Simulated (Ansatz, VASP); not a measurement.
Mg4Se3O: VASP beside Ansatz

Contents of INCAR:

```
SYSTEM = Mg4Se3O
PREC = Accurate
ENCUT = 520
EDIFF = 1E-7
ISMEAR = 0
SIGMA = 0.01
LREAL = .False.
LASPH = .True.
NELM = 80
ALGO = Normal
ISIF = 2
LWAVE = .False.
LCHARG = .False.
GGA = PE
NBANDS = 26
```

KPOINTS

```
Automatic mesh
0
Gamma
  6 6 6
  0 0 0
```

File POSCAR:

```
Mg4Se3O
1.0
   -2.8170420071      2.8170420071      5.4539503554
    2.8170420071     -2.8170420071      5.4539503554
    2.8170420071      2.8170420071     -5.4539503554
O Mg Se
1 4 3
Direct
    0.0000000000      0.0000000000      0.0000000000
    0.6838837435      0.6838837435      0.5832853305
    0.8994015870      0.3161162565      0.0000000000
    0.1005984130      0.1005984130      0.4167146695
    0.3161162565      0.8994015870      0.0000000000
    0.2500000000      0.7500000000      0.5000000000
    0.5000000000      0.5000000000      0.0000000000
    0.7500000000      0.2500000000      0.5000000000
```

Input for Ansatz:

```yaml
crystal:
  lattice:
    - [-2.8170420071, 2.8170420071, 5.4539503554]
    - [2.8170420071, -2.8170420071, 5.4539503554]
    - [2.8170420071, 2.8170420071, -5.4539503554]
  atoms:
    - { symbol: O, position: [0.0, 0.0, 0.0] }
    - { symbol: Mg, position: [0.6838837435, 0.6838837435, 0.5832853305] }
    - { symbol: Se, position: [0.25, 0.75, 0.5] }
    - { symbol: Mg, position: [0.899401587, 0.3161162565, 0.0] }
    - { symbol: Se, position: [0.5, 0.5, 0.0] }
    - { symbol: Mg, position: [0.100598413, 0.100598413, 0.4167146695] }
    - { symbol: Se, position: [0.75, 0.25, 0.5] }
    - { symbol: Mg, position: [0.3161162565, 0.899401587, 0.0] }
kpoints:
  mp_grid: { grid: [6, 6, 6] }
  band_path:
    path:
      - [0.0, 0.0, 0.0]
      - [0.0, 0.0, 0.5]
      - [0.25, 0.25, 0.25]
      - [0.0, 0.5, 0.0]
      - [0.5, 0.5, -0.5]
      - [0.3166966919, 0.6833033081, -0.3166966919]
      - [-0.3166966919, 0.3166966919, 0.3166966919]
      - [-0.1333933839, 0.1333933839, 0.5]
      - [0.5, 0.5, -0.1333933839]
      - [0.208333, -0.21875, 0.21875]
    npoints: 1
hamiltonian:
  xc: pbe
scf:
  occupations: { method: fixed }
  n_extra_bands: 6
output:
  forces: true
  stress: true
  eigenvalues: true
```

Alike in both runs: task single point; functional PBE; k mesh 6 × 6 × 6; no spin polarisation.

|  | VASP | Ansatz |
| --- | --- | --- |
| version | VASP 6.6.1 | Ansatz 0.2.0 |
| potentials or method | VASP PAW PBE potentials, release 64 (O, Mg, Se) | plane waves, PAW |
| plane-wave cutoff (eV) | 520 | 420 |
| occupations | gaussian, width 0.01 eV | fixed |
| valence electrons in the cell | 32 | 94 |

|  | VASP | Ansatz | Ansatz less VASP |
| --- | --- | --- | --- |
| gap on the k mesh at the Fermi level (eV) | 1.70 | 1.71 | +0.010 |
| pressure (GPa) | 1.3 | 1.4 | +0.10 |
| rms of the force components (eV/Å) | 0.004 | 0.002 | -0.0016 |

VASP's potentials hold 32 valence electrons a cell and Ansatz's 94, so a difference there can come from the potentials and not from the codes.
